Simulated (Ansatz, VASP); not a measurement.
**One calculation of Si4Cl, two programs**

```
Si Cl
1.0
     3.98323    0.00000    0.00000
     0.00000    3.98323    0.00000
     0.00000    0.00000    6.59755
Si Cl
4 1
Direct
  0.50000 0.50000 0.50000
  0.50000 0.50000 0.00000
  0.50000 0.50000 0.78155
  0.50000 0.50000 0.21845
  0.00000 0.00000 0.00000
```

Alike in both runs: task relaxation of cell and atoms; functional PBE; k mesh 4 × 4 × 4; occupations gaussian, width 0.1 eV; no spin polarisation.

```csv
,VASP,Ansatz
version,VASP 6.6.1,Ansatz 0.2.0
potentials or method,"VASP PAW PBE potentials, release 64 (Si, Cl), cutoff 600 eV","scalar-relativistic, plane waves, PAW"
valence electrons in the cell,23,23
```

|  | VASP | Ansatz | Ansatz less VASP |
| --- | --- | --- | --- |
| gap on the k mesh at the Fermi level, each at its own relaxed structure (eV) | none | none | - |
| relaxed volume (Å³/atom) | 23.34 | 23.21 | -0.125 |
| relaxed cell length with the largest relative difference (Å) | 3.472 | 3.465 | -0.0070 |

A gap of «none» marks a metal or a gap that the smearing closes.

The k mesh is coarse, so the values compare programs but aren't converged.
